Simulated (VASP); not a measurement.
Wanted: the native input for a VASP 6.6.1 run.

```yaml
Task: single point
Functional: PBE
Potentials_or_basis: VASP PAW PBE potentials, release 64 (Te, Pb_d)
Cutoff: 520 eV
k_mesh: 6 × 6 × 6
Occupations: gaussian, width 0.01 eV
Spin: no spin polarisation
Dipole_correction: no
Further_INCAR_settings: ALGO = Normal; EDIFF = 1e-07; NBANDS = 17
```

The structure of TePb lies in POSCAR:

```
TePb
1.0
    0.0000000000      3.2943690292      3.2943690292
    3.2943690292      0.0000000000      3.2943690292
    3.2943690292      3.2943690292      0.0000000000
Te Pb
1 1
Direct
    0.5000000000      0.5000000000      0.5000000000
    0.0000000000      0.0000000000      0.0000000000
```

These files were run (other wordings do the same):

INCAR

```
SYSTEM = TePb
PREC = Accurate ; ENCUT = 520
EDIFF = 1E-7 ; ISMEAR = 0
SIGMA = 0.01 ; LREAL = .FALSE.
LASPH = .TRUE. ; NELM = 80
ALGO = Normal ; ISIF = 2
LWAVE = .FALSE. ; LCHARG = .FALSE.
GGA = PE ; NBANDS = 17
```

KPOINTS

```
Automatic mesh
0
G
  6 6 6
  0 0 0
```

Potentials or basis: VASP PAW PBE potentials, release 64 (Te, Pb_d).

Command:

```bash
$ cat potpaw_PBE.64/Te/POTCAR potpaw_PBE.64/Pb_d/POTCAR > POTCAR
$ mpirun -np 1 vasp_std > vasp.out
```

Results of the run:

* Pressure: -0.4 GPa
* Band gap on the k mesh: 0.85 eV, direct

Caveat: spin-orbit coupling is left out, which moves the levels of the heavy elements.

It took 14 s on 1 thread of Intel(R) Xeon(R) 6975P-C (Granite Rapids) (shared host), peak memory 0.2 GiB.
